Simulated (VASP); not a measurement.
# TaN (I4mm) in VASP: a series of runs, part 2 of 2

VASP 6.6.1. Earlier steps stand in the parts before.

### 5 Single point, LDA (atoms displaced along a vibrational mode, the cell strained)

INCAR reads:

```
PREC     = Accurate       # precision mode
ENCUT    = 520            # plane-wave cutoff, eV
EDIFF    = 1E-7           # SCF threshold, eV
ISMEAR   = 0              # smearing method
SIGMA    = 0.15           # smearing width, eV
LREAL    = False          # projectors in reciprocal space
LASPH    = True           # aspherical terms in the spheres
NELM     = 80             # most SCF steps
ALGO     = Normal         # electronic algorithm
ISIF     = 2              # what is computed and relaxed
LWAVE    = False          # write WAVECAR
LCHARG   = False          # write CHGCAR
NBANDS   = 15             # bands
```

KPOINTS reads:

```
regular mesh
0
Gamma
  18 18 18
```

POSCAR reads:

```
TaN
1.0
    0.0000000000      2.1194897592      2.1194897592
    2.1194897592      0.0000000000      2.1194897592
    2.1194897592      2.1194897592      0.0000000000
Ta N
1 1
Direct
    0.4956556505      0.5043443495      0.5043443495
    0.0561219980     -0.0561219980     -0.0561219980
```

Potentials or basis: VASP PAW LDA potentials, release 64 (Ta_pv, N).

On the command line:

```console
> cat potpaw_LDA.64/Ta_pv/POTCAR potpaw_LDA.64/N/POTCAR > POTCAR
> mpirun -np 1 vasp_std > vasp.out
```

OUTCAR:

```text
PREC = Accurate
   ENCUT = 520
   EDIFF = 1E-7
   ISMEAR = 0
   LREAL = False
   LASPH = True
   NELM = 80
   ISIF = 2

 ion  position               nearest neighbor table
   1  0.496  0.504  0.504-   2 1.86   2 2.13   2 2.13   2 2.13   2 2.13   2 2.38
   2  0.056  0.944  0.944-   1 1.86   1 2.13   1 2.13   1 2.13   1 2.13   1 2.38

  LATTYP: Found a face centered cubic cell.
 ALAT       =     4.2389795184

  Lattice vectors:

 A1 = (   0.0000000000,   2.1194897592,   2.1194897592)
 A2 = (   2.1194897592,   0.0000000000,   2.1194897592)
[... 608 lines left out ...]
     10      12.4037      0.00000
     11      15.8687      0.00000
     12      17.0047      0.00000
     13      19.6850      0.00000
     14      22.4969      0.00000
     15      23.8922      0.00000

 [... further k-points ...]
[... 5 lines left out ...]
  --------------------------------------------------------------------------------------
  -------------------------------------------------------------------------------------
  Total       10.3806876      4.2771788      4.2771788      0.0000000      0.0000000      0.0000000
  in kB      873.3991028    359.8686547    359.8686547      0.0000000      0.0000000      0.0000000
  external PRESSURE =     531.0454707 kB  Pullay stress =       0.0000000 kB

 VOLUME and BASIS-vectors are now :
 -----------------------------------------------------------------------------
  energy-cutoff  :      520.00
  volume of cell :       19.04
      direct lattice vectors                 reciprocal lattice vectors
     0.000000000  2.119489759  2.119489759    -0.235905834  0.235905834  0.235905834
     2.119489759  0.000000000  2.119489759     0.235905834 -0.235905834  0.235905834
     2.119489759  2.119489759  0.000000000     0.235905834  0.235905834 -0.235905834

 POSITION                                       TOTAL-FORCE (eV/Angst)
 -----------------------------------------------------------------------------------
      2.13791      2.11949      2.11949        -4.723268      0.000000      0.000000
      4.00108      2.11949      2.11949         4.723268      0.000000      0.000000
 -----------------------------------------------------------------------------------
    total drift:                                0.000262      0.000000      0.000000

  FREE ENERGIE OF THE ION-ELECTRON SYSTEM (eV)
  ---------------------------------------------------
  free  energy   TOTEN  =       -23.4521046044 eV

  energy  without entropy=      -23.4427501480  energy(sigma->0) =      -23.44742738
```

OSZICAR:

```text
N       E                     dE             d eps       ncg     rms          rms(c)
DAV:   1     0.856680785677E+02    0.85668E+02   -0.84538E+03 14455   0.111E+03
DAV:   2    -0.242470149394E+02   -0.10992E+03   -0.10416E+03 17900   0.300E+02
DAV:   3    -0.265509610110E+02   -0.23039E+01   -0.22948E+01 16416   0.409E+01
DAV:   4    -0.265577577422E+02   -0.67967E-02   -0.67930E-02 18573   0.247E+00
DAV:   5    -0.265577943634E+02   -0.36621E-04   -0.36615E-04 16192   0.159E-01    0.322E+01
DAV:   6    -0.235646172714E+02    0.29932E+01   -0.61473E+00 16024   0.275E+01    0.139E+01
DAV:   7    -0.234904217399E+02    0.74196E-01   -0.39979E-01 15772   0.515E+00    0.886E+00
DAV:   8    -0.234550538405E+02    0.35368E-01   -0.79036E-02 16682   0.234E+00    0.118E+00
DAV:   9    -0.234522274530E+02    0.28264E-02   -0.72149E-03 15289   0.689E-01    0.236E-01
DAV:  10    -0.234521359083E+02    0.91545E-04   -0.51636E-04 15968   0.280E-01    0.710E-02
DAV:  11    -0.234521050413E+02    0.30867E-04   -0.71882E-05 15429   0.933E-02    0.146E-02
DAV:  12    -0.234521046384E+02    0.40295E-06   -0.46652E-06 15856   0.205E-02    0.392E-03
DAV:  13    -0.234521046044E+02    0.34016E-07   -0.10057E-07 10864   0.345E-03
   1 F= -.23452105E+02 E0= -.23447427E+02  d E =-.935446E-02
```

It took 1.8 min on 1 thread of Intel Xeon 8259CL, shared host; peak memory 0.25 GiB.

What came out:

```
Free energy            : -23.4521 eV
Pressure               : 53.1 GPa
Largest force          : 4.723 eV/Å
Band gap on the k mesh : zero (bands 8 and 9 overlap by 3.46 eV)
```

Forces in eV/Å, atoms in the order of the input:
```
Ta  -4.723  0.000  0.000
N    4.723  0.000  0.000
```

Levels at points of the mesh, in eV from the Fermi level:
| k point | band 6 | band 7 | band 8 | band 9 | band 10 | band 11 |
| --- | --- | --- | --- | --- | --- | --- |
| (0.00, 0.00, 0.00) | -5.40 | -5.21 | -2.22 | -0.68 | -0.68 | 0.25 |
| (0.50, 0.00, 0.00) | -8.24 | -8.08 | 1.88 | 2.35 | 2.55 | 4.33 |
| (0.50, 0.50, 0.00) | -6.63 | -4.95 | -2.79 | 3.18 | 4.31 | 4.40 |
| (0.00, 0.50, 0.50) | -6.11 | -4.74 | -4.74 | 2.74 | 4.14 | 4.30 |

Caveat: the cell differs from its parent crystal (atoms displaced along a vibrational mode, the cell strained); the cell stands under pressure; spin-orbit coupling is left out, which moves the levels of the heavy elements; forces of over 1 eV/Å act on the atoms, so gaps and moduli don't describe the material at rest.

### 6 Single point, LDA (atoms displaced along a vibrational mode, the cell strained)

INCAR reads:

```
SYSTEM = TaN
  PREC = Accurate
  ENCUT = 520
  EDIFF = 1E-6
  ISMEAR = 0
  SIGMA = 0.15
  LREAL = .FALSE.
  LASPH = .TRUE.
  NELM = 80
  ALGO = Normal
  ISIF = 2
  LWAVE = .FALSE.
  LCHARG = .FALSE.
  NBANDS = 15
```

KPOINTS reads:

```
Automatic mesh
0
G
  18 18 18
  0 0 0
```

POSCAR reads:

```
TaN
1.0
    0.0000000000      2.1194897592      2.1194897592
    2.1194897592      0.0000000000      2.1194897592
    2.1194897592      2.1194897592      0.0000000000
Ta N
1 1
Direct
    0.4967417379      0.5032582621      0.5032582621
    0.0420914985     -0.0420914985     -0.0420914985
```

Potentials or basis: VASP PAW LDA potentials, release 64 (Ta_pv, N).

On the command line:

```console
> cat potpaw_LDA.64/Ta_pv/POTCAR potpaw_LDA.64/N/POTCAR > POTCAR
> mpirun -np 1 vasp_std > vasp.out
```

Wall time 2.2 min (1 thread of Intel Xeon 8259CL, shared host); peak memory 0.25 GiB.

The run converged. Its results:

- Free energy: -23.7040 eV
- Pressure: 45.7 GPa
- Largest force: 3.190 eV/Å
- Band gap on the k mesh: zero (bands 8 and 9 overlap by 3.80 eV)

Forces on the atoms (eV/Å):
```
Ta  -3.190  0.000  0.000
N    3.190  0.000  0.000
```

Stress tensor (GPa, compression positive):
```
65.21  0.00  0.00
 0.00 36.00  0.00
 0.00  0.00 36.00
```

Levels at points of the mesh, in eV from the Fermi level:
| k point | band 4 | band 5 | band 6 | band 7 | band 8 | band 9 | band 10 | band 11 | band 12 | band 13 |
| --- | --- | --- | --- | --- | --- | --- | --- | --- | --- | --- |
| (0.00, 0.00, 0.00) | -19.41 | -4.96 | -4.96 | -4.80 | -2.31 | -1.27 | -1.27 | 0.17 | 1.34 | 2.72 |
| (0.50, 0.00, 0.00) | -15.68 | -11.10 | -8.29 | -8.19 | 2.07 | 2.37 | 2.43 | 4.30 | 7.99 | 9.27 |
| (0.50, 0.50, 0.00) | -18.11 | -7.30 | -6.64 | -4.87 | -3.44 | 2.89 | 4.29 | 4.33 | 5.66 | 8.23 |
| (0.00, 0.50, 0.50) | -18.08 | -6.45 | -6.17 | -4.74 | -4.74 | 2.63 | 4.28 | 4.28 | 4.91 | 7.37 |

Caveat: the cell differs from its parent crystal (atoms displaced along a vibrational mode, the cell strained); the cell stands under pressure; spin-orbit coupling is left out, which moves the levels of the heavy elements; forces of over 1 eV/Å act on the atoms, so gaps and moduli don't describe the material at rest.

### 7 Overview

| cell | gap on the mesh (eV) | pressure (GPa) | largest force (eV/Å) |
| --- | --- | --- | --- |
| a = 3.151 Å, angles 60.0°, 2 atoms, atomic positions A | none | -19.3 | 0.85 |
| a = 3.151 Å, angles 60.0°, 2 atoms, atomic positions B | none | -15.8 | 1.55 |
| a = 2.997 Å, angles 60.0°, 2 atoms, atomic positions A | none | 40.7 | 1.89 |
| a = 2.997 Å, angles 60.0°, 2 atoms, atomic positions C | none | 53.1 | 4.72 |
| a = 2.997 Å, angles 60.0°, 2 atoms, atomic positions B | none | 45.7 | 3.19 |

Alike in all rows: task single point; level LDA; potentials or basis VASP PAW LDA potentials, release 64 (Ta_pv, N); no spin polarisation; k mesh 18 × 18 × 18; cutoff (eV) 520; smearing gaussian 0.15 eV.

Caveats: spin-orbit coupling is left out, which moves the levels of the heavy elements; forces of over 1 eV/Å act on the atoms, so gaps and moduli don't describe the material at rest (at least some runs); the cell stands under pressure (at least some runs); the cell stands under tension (at least some runs).

Total energies depend on the potentials used, so only differences within one code and one set of settings carry meaning.
